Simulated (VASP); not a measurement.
Here is a VASP 6.6.1 calculation.

The input POSCAR:

```
Sb
1.0
    3.1600000000      0.0000000000      0.0000000000
    0.0000000000      3.1600000000      0.0000000000
    0.0000000000      0.0000000000      3.1600000000
Sb
1
Direct
    0.0000000000      0.0000000000      0.0000000000
```

File INCAR.step1:

```
PREC = Accurate ; ENCUT = 400
EDIFF = 1E-5 ; ISMEAR = -1
SIGMA = 0.05 ; LREAL = F
LASPH = T ; NELM = 120
ALGO = Normal ; ISIF = 2
LWAVE = T ; LCHARG = F
GGA = PE ; NBANDS = 8
GGA_COMPAT = F
```

The input INCAR.step2:

```
PREC = Accurate ; ENCUT = 400
EDIFF = 1E-6 ; ISMEAR = -1
SIGMA = 0.05 ; LREAL = F
LASPH = T ; NELM = 120
ALGO = Normal ; ISIF = 2
LWAVE = F ; LCHARG = F
GGA = B3 ; LHFCALC = T
AEXX = 0.2 ; AGGAX = 0.72
AGGAC = 0.81 ; ALDAC = 0.19
PRECFOCK = Normal ; IVDW = 12
ISTART = 1 ; NBANDS = 8
GGA_COMPAT = F
```

KPOINTS

```
regular mesh
0
Gamma
  5 5 5
```

Potentials or basis: VASP PAW PBE potentials, release 64 (Sb).

Command:

```bash
$ cat potpaw_PBE.64/Sb/POTCAR > POTCAR
$ cp INCAR.step1 INCAR
$ mpirun -np 1 vasp_std > vasp.out
$ cp INCAR.step2 INCAR
$ mpirun -np 1 vasp_std > vasp.out
```

Predict the pressure.

-6.0 GPa.

Estimate the band gap on the k mesh.

zero (an odd number of electrons rules out a gap without spin polarisation).

What does it give for the dispersion energy per atom?

-0.911 eV.

Caveat: the k points lie up to 0.40 Å⁻¹ apart, too coarse for converged energies and pressures of a metal; the PAW data sets were made with another functional, which shifts forces and pressure a little; spin-orbit coupling is left out, which moves the levels of the heavy elements.
